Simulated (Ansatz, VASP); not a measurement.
## N in VASP and in Ansatz

Contents of INCAR:

```
SYSTEM = N
PREC     = Accurate       ! precision mode
ENCUT    = 520            ! plane-wave cutoff, eV
EDIFF    = 1E-8           ! SCF threshold, eV
ISMEAR   = -1             ! smearing method
SIGMA    = 0.02           ! smearing width, eV
LREAL    = .FALSE.        ! projectors in reciprocal space
LASPH    = .TRUE.         ! aspherical terms in the spheres
NELM     = 100            ! most SCF steps
ALGO     = Normal         ! electronic algorithm
ISIF     = 2              ! what is computed and relaxed
LWAVE    = .FALSE.        ! write WAVECAR
LCHARG   = .FALSE.        ! write CHGCAR
GGA      = PS             ! functional
LEFG     = .TRUE.       
NBANDS   = 18             ! bands
```

Contents of KPOINTS:

```
Automatic mesh
0
G
  4 4 4
  0 0 0
```

The input POSCAR:

```
N
1.0
    5.7233374722      0.0000000000      0.0000000000
    0.0000000000      5.7233374722      0.0000000000
    0.0000000000      0.0000000000      5.7233374722
N
4
Direct
    0.0300000000      0.0300000000      0.0300000000
    0.4700000000      0.9700000000      0.5300000000
    0.5300000000      0.4700000000      0.9700000000
    0.9700000000      0.5300000000      0.4700000000
```

Input for Ansatz:

```yaml
crystal:
  lattice:
    - [5.7233374722, 0.0, 0.0]
    - [0.0, 5.7233374722, 0.0]
    - [0.0, 0.0, 5.7233374722]
  atoms:
    - { symbol: "N", position: [0.03, 0.03, 0.03] }
    - { symbol: "N", position: [0.47, 0.97, 0.53] }
    - { symbol: "N", position: [0.53, 0.47, 0.97] }
    - { symbol: "N", position: [0.97, 0.53, 0.47] }
kpoints:
  mp_grid: { grid: [4, 4, 4] }
scf:
  occupations: { method: fermi_dirac, width: 0.02 }
hamiltonian:
  xc: pbesol
  pseudopotentials: { kind: all_electron, datasets: crystal }
output:
  forces: true
  stress: true
  eigenvalues: true
  efg: { contact_densities: true }
```

Change from the starting cell: volume scaled by 1.04, crystal datasets.

Alike in both runs: task electric field gradients; functional PBEsol; k mesh 4 × 4 × 4; occupations fermi-dirac, width 0.02 eV; no spin polarisation.

|  | VASP | Ansatz |
| --- | --- | --- |
| version | VASP 6.6.1 | Ansatz 0.2.0 |
| potentials or method | VASP PAW PBE potentials, release 64 (N), cutoff 520 eV | all-electron PAW with datasets made for the crystal, scalar-relativistic |

```tsv
	VASP	Ansatz	Ansatz less VASP
pressure (GPa)	-3.8	-3.7	+0.04
rms of the force components (eV/Å)	0.211	0.212	+0.0004
size of Vzz on the site where it differs most (V/Å²)	5.7	5.6	-0.08
```

VASP's potentials were made for PBE, not for PBEsol. Atom by atom the forces differ by 0.000 eV/Å (rms over components). Ansatz ran all-electron here, and VASP with PAW potentials.
